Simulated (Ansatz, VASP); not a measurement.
# AlN: VASP beside Ansatz

```
Al N
1.0
     0.00000    2.18399    2.18399
     2.18399    0.00000    2.18399
     2.18399    2.18399    0.00000
Al N
1 1
Direct
  0.00000 0.00000 0.00000
  0.25000 0.25000 0.25000
```

Alike in both runs: task relaxation of cell and atoms; functional PBEsol; k mesh 10 × 10 × 10; occupations fermi-dirac, width 0.05 eV; no spin polarisation.

```csv
,VASP,Ansatz
version,VASP 6.6.1,Ansatz 0.2.0
potentials or method,"VASP PAW PBE potentials, release 64 (Al, N)",Ansatz PAW
plane-wave cutoff (eV),600,420
valence electrons in the cell,8,8
```

```tsv
	VASP	Ansatz	Ansatz less VASP
gap on the k mesh at the Fermi level, each at its own relaxed structure (eV)	3.18	3.19	+0.008
relaxed volume (Å³/atom)	10.48	10.48	+0.006
relaxed cell length with the largest relative difference (Å)	3.095	3.095	+0.0006
```

VASP's potentials were made for PBE, not for PBEsol.

Noted on Ansatz's run: the plane-wave basis is chosen anew once the cell has moved, so the energies of steps on either side of that aren't comparable.
